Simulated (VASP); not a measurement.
Ti: single point with PBE

Ti:

```
Ti
1.0
     2.93908    0.00000    0.00000
    -1.46954    2.54531    0.00000
     0.00000    0.00000    4.65599
Ti
2
Cartesian
  0.0000 1.6969 1.1640
  1.4695 0.8484 3.4920
```

```
Program             : VASP 6.6.1
Task                : single point
Functional          : PBE
Potentials or basis : VASP PAW PBE potentials, release 64 (Ti_sv)
Cutoff              : 520 eV
k mesh              : 8 × 8 × 4
Occupations         : fermi-dirac, width 0.1 eV
Spin                : no spin polarisation
```

```
Pressure               : -0.4 GPa
Band gap on the k mesh : zero (band 12 reaches 9.08 eV, above the bottom of band 13 at 8.07 eV)
```

Stress tensor (GPa, compression positive):
```
-0.27  0.00  0.00
 0.00 -0.27  0.00
 0.00  0.00 -0.63
```

Levels at points of the mesh, in eV from the Fermi level:
```tsv
k point	band 8	band 9	band 10	band 11	band 12	band 13	band 14	band 15	band 16	band 17
(0.00, 0.00, 0.00)	-32.69	-6.19	-2.66	0.78	0.79	0.79	0.91	1.29	1.29	1.64
(0.50, 0.00, 0.00)	-32.76	-2.33	-2.13	-1.81	-0.61	0.51	0.65	1.19	3.35	3.58
(0.00, 0.00, 0.50)	-32.74	-4.33	-4.33	0.11	0.11	0.70	0.70	0.70	0.70	2.81
(0.50, 0.00, 0.50)	-32.85	-2.52	-2.52	-0.79	-0.79	1.34	1.34	1.75	1.75	3.48
```

Wall time 18 s on 1 thread of Intel Xeon 6975P-C, with other jobs on the host, peak memory 0.16 GiB.
